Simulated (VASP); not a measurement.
# C (Fd-3m) in VASP: settings compared

C is run at these levels: PBE, r2SCAN, B3LYP; tasks: single point.

Everything below comes from runs of VASP 6.6.1. Logs are shortened: lines on timing, memory, paths and dates and some standing lists are left out, and cuts for length are marked.

## Step 1: The cell of the first run

It takes space group Fd-3m (No. 227, cubic). Conventional cell: a = 3.567 Å, b = 3.567 Å, c = 3.567 Å, α = 90.00°, β = 90.00°, γ = 90.00°. Within 2.1 Å of C (site symmetry -43m) lie 4 C at 1.54 Å.

## Step 2: Single point, PBE

The input, INCAR:

```
SYSTEM = C
ALGO = Normal
EDIFF = 1E-6
ENCUT = 600
GGA = PE
GGA_COMPAT = .FALSE.
ISIF = 2
ISMEAR = -1
LASPH = .TRUE.
LCHARG = .FALSE.
LREAL = .FALSE.
LWAVE = .FALSE.
NBANDS = 11
NELM = 120
PREC = Accurate
SIGMA = 0.15
```

The input, KPOINTS:

```
k-points
0
G
  3 3 3
  0 0 0
```

The input, POSCAR:

```
C
1.0
    2.5220660000      0.0000000000      0.0000000000
    1.2610330000      2.1841732260      0.0000000000
    1.2610330000      0.7280577420      2.0592582659
C
2
Direct
    0.0000000000      0.0000000000      0.0000000000
    0.2500000000      0.2500000000      0.2500000000
```

Potentials or basis: VASP PAW PBE potentials, release 64 (C).

The run is started by

```
> cat potpaw_PBE.64/C/POTCAR > POTCAR
> mpirun -np 1 vasp_std > vasp.out
```

OUTCAR:

```text
SYSTEM = C
   EDIFF = 1E-6
   ENCUT = 600
   GGA = PE
   ISIF = 2
   ISMEAR = -1
   LASPH = .TRUE.
   LREAL = .FALSE.
   NELM = 120
   PREC = Accurate

 ion  position               nearest neighbor table
   1  0.000  0.000  0.000-   2 1.54   2 1.54   2 1.54   2 1.54
   2  0.250  0.250  0.250-   1 1.54   1 1.54   1 1.54   1 1.54

  LATTYP: Found a face centered cubic cell.
 ALAT       =     3.5667399424

  Lattice vectors:

 A1 = (   2.5220660000,   0.0000000000,   0.0000000000)
 A2 = (   1.2610330000,   2.1841732260,   0.0000000000)
 A3 = (   1.2610330000,   0.7280577420,   2.0592582659)

Analysis of symmetry for initial positions (statically):
=====================================================================
 Subroutine PRICEL returns:
 Original cell was already a primitive cell.

 Routine SETGRP: Setting up the symmetry group for a
 face centered cubic supercell.

 Subroutine GETGRP returns: Found 48 space group operations
 (whereof 24 operations were pure point group operations)
 out of a pool of 48 trial point group operations.

The static configuration has the point symmetry T_d .
 The point group associated with its full space group is O_h .

Analysis of symmetry for dynamics (positions and initial velocities):
=====================================================================
 Subroutine PRICEL returns:
 Original cell was already a primitive cell.

 Routine SETGRP: Setting up the symmetry group for a
 face centered cubic supercell.

 Subroutine GETGRP returns: Found 48 space group operations
 (whereof 24 operations were pure point group operations)
 out of a pool of 48 trial point group operations.

The dynamic configuration has the point symmetry T_d .
 The point group associated with its full space group is O_h .

 Subroutine INISYM returns: Found 48 space group operations
 (whereof 24 operations are pure point group operations),
 and found     1 'primitive' translations

----------------------------------------------------------------------------------------

                                     Primitive cell

  volume of cell :      11.3437

  direct lattice vectors                    reciprocal lattice vectors
     2.522066000  0.000000000  0.000000000     0.396500329 -0.228919572 -0.161870582
     1.261033000  2.184173226  0.000000000     0.000000000  0.457839144 -0.161870582
     1.261033000  0.728057742  2.059258266     0.000000000  0.000000000  0.485611745

  length of vectors
     2.522066000  2.522066000  2.522066000     0.485611745  0.485611745  0.485611745

  position of ions in fractional coordinates (direct lattice)
     0.000000000  0.000000000  0.000000000
     0.250000000  0.250000000  0.250000000

  ion indices of the primitive-cell ions
   primitive index   ion index
                 1           1
                 2           2

----------------------------------------------------------------------------------------

 KPOINTS: k-points

Automatic generation of k-mesh.
 Grid dimensions read from file:
 generate k-points for:    3    3    3

 Generating k-lattice:

  Cartesian coordinates                     Fractional coordinates (reciprocal lattice)
     0.132166776 -0.076306524 -0.053956861     0.333333333 -0.000000000  0.000000000
     0.000000000  0.152613048 -0.053956861     0.000000000  0.333333333  0.000000000
     0.000000000  0.000000000  0.161870582     0.000000000  0.000000000  0.333333333

  Length of vectors
     0.161870582  0.161870582  0.161870582

  Shift w.r.t. Gamma in fractional coordinates (k-lattice)
     0.000000000  0.000000000  0.000000000

 Subroutine IBZKPT returns following result:
 ===========================================

 Found      4 irreducible k-points:

 Following reciprocal coordinates:
            Coordinates               Weight
  0.000000  0.000000  0.000000      1.000000
  0.333333 -0.000000  0.000000      8.000000
  0.333333  0.333333  0.000000      6.000000
 -0.333333  0.333333 -0.000000     12.000000
   k-points           NKPTS =      4   k-points in BZ     NKDIM =      4   number of bands    NBANDS=     11
   number of dos      NEDOS =    301   number of ions     NIONS =      2
   total plane-waves  NPLWV =   8000
   dimension x,y,z NGX =    20 NGY =   20 NGZ =   20
   dimension x,y,z NGXF=    40 NGYF=   40 NGZF=   40
   ions per type =               2
   NGX,Y,Z   is equivalent  to a cutoff of  13.18, 13.18, 13.18 a.u.
   NGXF,Y,Z  is equivalent  to a cutoff of  26.37, 26.37, 26.37 a.u.
 SYSTEM =  C
   PREC   = accura    normal or accurate (medium, high low for compatibility)
   ISTART =      0    job   : 0-new  1-cont  2-samecut
   ICHARG =      2    charge: 1-file 2-atom 10-const
   ISPIN  =      1    spin polarized calculation?
   LNONCOLLINEAR =      F non collinear calculations
   LSORBIT =      F    spin-orbit coupling
   LASPH  =      T    aspherical Exc in radial PAW
   ENCUT  =  600.0 eV  44.10 Ry    6.64 a.u.   5.04  5.04  5.04*2*pi/ulx,y,z
   NELM   =    120;   NELMIN=  2; NELMDL= -5     # of ELM steps
   EDIFF  = 0.1E-05   stopping-criterion for ELM
   LREAL  =      F    real-space projection
   EDIFFG = 0.1E-04   stopping-criterion for IOM
   NSW    =      0    number of steps for IOM
   IBRION =     -1    ionic relax: 0-MD 1-quasi-New 2-CG
   NFREE  =      0    steps in history (QN), initial steepest desc. (CG)
   ISIF   =      2    stress and relaxation
   ISYM   =      2    0-nonsym 1-usesym 2-fastsym
   POTIM  = 0.5000    time-step for ionic-motion
   TEBEG  =    0.0;   TEEND  =   0.0 temperature during run
   PSTRESS=    0.0 pullay stress
   NELECT =       8.0000    total number of electrons
   NUPDOWN=      -1.0000    fix difference up-down
   EMIN   =  10.00;   EMAX   =-10.00  energy-range for DOS
   EFERMI =   0.00;   METHOD = LEGACY
   ISMEAR =    -1;   SIGMA  =   0.15  broadening in eV -4-tet -1-fermi 0-gaus
   EFERMI_NEDOS =   21; number of points for ismear=-14 and -15
   IALGO  =     38    algorithm
   IMIX   =      4    mixing-type and parameters
     AMIX     =   0.40;   BMIX     =  1.00
     AMIX_MAG =   1.60;   BMIX_MAG =  1.00
  volume/ion in A,a.u.               =       5.67        38.28
  Fermi-wavevector in a.u.,A,eV,Ry     =   1.457203  2.753714 28.891162  2.123440
  Thomas-Fermi vector in A             =   2.574032
   LORBIT       =      0    0 simple, 1 ext, 2 COOP (PROOUT), +10 PAW based schemes
   GGA     = PE    functional components
   LHFCALC =     F    Hartree Fock is set to
   AEXX    =    0.0000 exact exchange contribution
   IVDW    =     0    specifies the selected vdW correction
   LEPSILON=     F    determine dielectric tensor
   LRPA    =     F    only Hartree local field effects (RPA)
 non-spin polarized calculation
  energy-cutoff  :      600.00
  volume of cell :       11.34
 maximum number of plane-waves:       383
   NGX =  9   NGY =  9   NGZ =  9

 number of electron       7.9999999 magnetization

 Free energy of the ion-electron system (eV)
  ---------------------------------------------------
  ext. energy  EPLUGINS =         0.00000000
  ---------------------------------------------------
  free energy    TOTEN  =       -17.60908280 eV

  energy without entropy =      -17.60908125  energy(sigma->0) =      -17.60908202

 E-fermi :  11.8388     XC(G=0): -13.2074

 val. band max:        9.8352151847   @ k =   0.0000   0.0000   0.0000
 cond. band min:      13.9463795044   @ k =   0.3333   0.3333   0.0000
 fundamental gap:      4.1111643197
 Fermi energy:        11.8388236139

 k-point     1 :       0.0000    0.0000    0.0000
  band No.  band energies     occupation
      1     -11.6834      2.00000
      2       9.8352      2.00000
      3       9.8352      2.00000
      4       9.8352      2.00000
      5      15.3984      0.00000
      6      15.3984      0.00000
      7      15.3984      0.00000
      8      23.1668      0.00000
      9      29.0883      0.00000
     10      36.2932      0.00000
     11      36.2932      0.00000

 k-point     2 :       0.3333   -0.0000    0.0000
  band No.  band energies     occupation
      1      -8.6638      2.00000
      2       0.4357      2.00000
      3       7.5072      2.00000
      4       7.5072      2.00000
      5      18.0855      0.00000
      6      18.0855      0.00000
      7      18.3874      0.00000
      8      25.0722      0.00000
      9      30.7528      0.00000
     10      32.9910      0.00000
     11      32.9910      0.00000

 k-point     3 :       0.3333    0.3333    0.0000
  band No.  band energies     occupation
      1      -7.6579      2.00000
      2       2.6409      2.00000
      3       4.5037      2.00000
      4       4.5037      2.00000
      5      13.9464      0.00000
      6      17.5219      0.00000
      7      23.8807      0.00000
      8      23.8807      0.00000
      9      31.1285      0.00000
     10      33.0194      0.00000
     11      41.4910      0.00000

 k-point     4 :      -0.3333    0.3333   -0.0000
  band No.  band energies     occupation
      1      -4.2470      2.00000
      2      -1.1275      2.00000
      3       0.4215      2.00000
      4       5.1320      2.00000
      5      16.1396      0.00000
      6      22.7443      0.00000
      7      23.3592      0.00000
      8      24.8270      0.00000
      9      26.7430      0.00000
     10      33.4771      0.00000
     11      34.6497      0.00000

------------------------ aborting loop because EDIFF is reached ----------------------------------------

  FORCE on cell =-STRESS in cart. coord.  units (eV):
  Direction    XX          YY          ZZ          XY          YZ          ZX
  --------------------------------------------------------------------------------------
  -------------------------------------------------------------------------------------
  Total        0.4963382      0.4963382      0.4963382      0.0000000      0.0000000     -0.0000000
  in kB       70.1025740     70.1025740     70.1025740      0.0000000      0.0000000     -0.0000000
  external PRESSURE =      70.1025740 kB  Pullay stress =       0.0000000 kB

 VOLUME and BASIS-vectors are now :
 -----------------------------------------------------------------------------
  energy-cutoff  :      600.00
  volume of cell :       11.34
      direct lattice vectors                 reciprocal lattice vectors
     2.522066000  0.000000000  0.000000000     0.396500329 -0.228919572 -0.161870582
     1.261033000  2.184173226  0.000000000     0.000000000  0.457839144 -0.161870582
     1.261033000  0.728057742  2.059258266     0.000000000  0.000000000  0.485611745

 POSITION                                       TOTAL-FORCE (eV/Angst)
 -----------------------------------------------------------------------------------
      0.00000      0.00000      0.00000        -0.000000     -0.000000     -0.000000
      1.26103      0.72806      0.51481         0.000000      0.000000      0.000000
 -----------------------------------------------------------------------------------
    total drift:                                0.000000      0.000000      0.000000

  FREE ENERGIE OF THE ION-ELECTRON SYSTEM (eV)
  ---------------------------------------------------
  free  energy   TOTEN  =       -17.6090827966 eV

  energy  without entropy=      -17.6090812466  energy(sigma->0) =      -17.60908202
```

It took 3 s on 1 thread of Intel Xeon Platinum 8259CL at 2.50GHz (Skylake/Cascade Lake), shared host; peak memory 0.11 GiB.

Results:

```yaml
Free_energy: -17.6091 eV
Pressure: 7.0 GPa
Band_gap_on_the_k_mesh: 4.11 eV, indirect (least direct gap 5.56 eV)
```

Caveat: the k points lie up to 1.02 Å⁻¹ apart. A k mesh can miss the band edges.

[end of part 1 of 2]
